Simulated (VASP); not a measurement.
Runs of VASP 6.6.1 on MgO. The structure is that of space group Fm-3m (No. 225), or close to it. The cells are those of the table. 

```csv
level,cell,gap on the mesh (eV),pressure (GPa)
revPBE,"a = 3.032 Å, angles 60.0°, 2 atoms",4.31,(c)
r2SCAN+D3(BJ),"a = 2.924 Å, angles 60.0°, 2 atoms",6.19,5.4
PBE+D3(BJ),"a = 3.020 Å, angles 60.0°, 2 atoms",4.34,(a)
revPBE+D3(BJ),"a = 2.948 Å, angles 60.0°, 2 atoms",5.11,2.4
revPBE,"a = 2.991 Å, angles 60.0°, 2 atoms",(b),5.4
```

Alike in all rows: task single point; potentials or basis VASP PAW PBE potentials, release 64 (Mg, O); no spin polarisation; k mesh 10 × 10 × 10; cutoff (eV) 520; smearing gaussian 0.05 eV.

Question: Estimate the missing entries.

Answer: (a) -7.2; (b) 4.68; (c) -0.8.

Caveats: the PAW data sets were made with another functional, which shifts forces and pressure a little (some runs); three body term missing (some runs).

